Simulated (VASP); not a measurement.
**InSe: single point with PBE**

Crystal: InSe.

```
CELL_PARAMETERS angstrom
5.79048 -2.08641 -0.07207
5.79048 2.08641 -0.07207
-1.62361 0.00000 5.33314
ATOMIC_POSITIONS crystal
In 0.88390 0.89190 0.05330
In 0.10810 0.11610 0.94670
Se 0.67215 0.66051 0.69521
Se 0.33949 0.32785 0.30479
```

This cell differs from its parent crystal: atoms displaced along a vibrational mode, the cell strained.

- Program: VASP 6.6.1
- Task: single point
- Functional: PBE
- Potentials or basis: VASP PAW PBE potentials, release 64 (In_d, Se)
- Cutoff: 520 eV
- k mesh: 8 × 8 × 6
- Occupations: gaussian, width 0.05 eV
- Spin: no spin polarisation
- Dipole correction: no
- Further INCAR settings: ALGO = Normal; EDIFF = 1e-06; NBANDS = 27

* Pressure: -0.1 GPa
* Largest force: 0.202 eV/Å
* Band gap on the k mesh: 0.99 eV (least direct gap 1.14 eV)

Forces in eV/Å, atoms in the order of the input:
```
In   0.017 -0.173 -0.082
In  -0.017 -0.173  0.082
Se   0.071  0.173 -0.077
Se  -0.071  0.173  0.077
```

Stress tensor (GPa, compression positive):
```
-0.38  0.00 -0.36
 0.00 -0.12  0.00
-0.36  0.00  0.18
```

Levels at points of the mesh, in eV from the valence-band top:
| k point | band 16 | band 17 | band 18 | band 19 | band 20 | band 21 | band 22 | band 23 |
| --- | --- | --- | --- | --- | --- | --- | --- | --- |
| (0.00, 0.00, 0.00) | -2.04 | -1.99 | -1.24 | -1.13 | 2.07 | 2.47 | 3.16 | 4.48 |
| (0.50, 0.00, 0.00) | -2.34 | -2.05 | -1.83 | -1.26 | 1.56 | 2.31 | 3.71 | 3.83 |
| (0.50, 0.50, 0.00) | -2.32 | -1.37 | -0.96 | 0.00 | 1.35 | 2.38 | 3.63 | 3.68 |
| (0.00, 0.00, 0.50) | -1.93 | -1.50 | -1.26 | -0.74 | 0.99 | 1.72 | 3.31 | 3.96 |
| (0.50, 0.00, 0.50) | -2.80 | -2.09 | -1.95 | -1.24 | 2.24 | 3.04 | 3.53 | 4.43 |
| (0.50, 0.50, 0.50) | -1.95 | -1.36 | -1.03 | -0.37 | 1.81 | 2.63 | 3.54 | 4.83 |

Run time: 6.9 min on 1 thread of Intel(R) Xeon(R) Platinum 8488C (Sapphire Rapids), with other jobs on the host, peak memory 0.52 GiB.

Caveat: the cell differs from its parent crystal (atoms displaced along a vibrational mode, the cell strained); spin-orbit coupling is left out, which moves the levels of the heavy elements. A k mesh can miss the band edges.
